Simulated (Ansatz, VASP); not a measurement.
# One calculation of ScOs3, two programs

```
Sc Os
1.0
    -1.96086    1.96086    4.00913
     1.96086   -1.96086    4.00913
     1.96086    1.96086   -4.00913
Sc Os
1 3
Direct
  0.00000 0.00000 0.00000
  0.50000 0.50000 0.00000
  0.25000 0.75000 0.50000
  0.75000 0.25000 0.50000
```

Alike in both runs: functional PBE; k mesh 16 × 16 × 16; occupations gaussian, width 0.1 eV; no spin polarisation.

Ansatz relaxed the structure, and its values are those at the end. VASP's run is a single point on that final structure, the one shown.

|  | VASP | Ansatz |
| --- | --- | --- |
| version | VASP 6.6.1 | Ansatz 0.2.0 |
| potentials or method | VASP PAW PBE potentials, release 64 (Sc_sv, Os), cutoff 520 eV | scalar-relativistic, plane waves, PAW |
| valence electrons in the cell | 35 | 59 |

```tsv
	VASP	Ansatz	Ansatz less VASP
gap on the k mesh at the Fermi level (eV)	none	none	-
pressure (GPa)	0.2	0.0	-0.17
```

A gap of «none» marks a metal or a gap that the smearing closes. VASP's potentials hold 35 valence electrons a cell and Ansatz's 59, so a difference there can come from the potentials and not from the codes.

Spin-orbit coupling is off throughout.
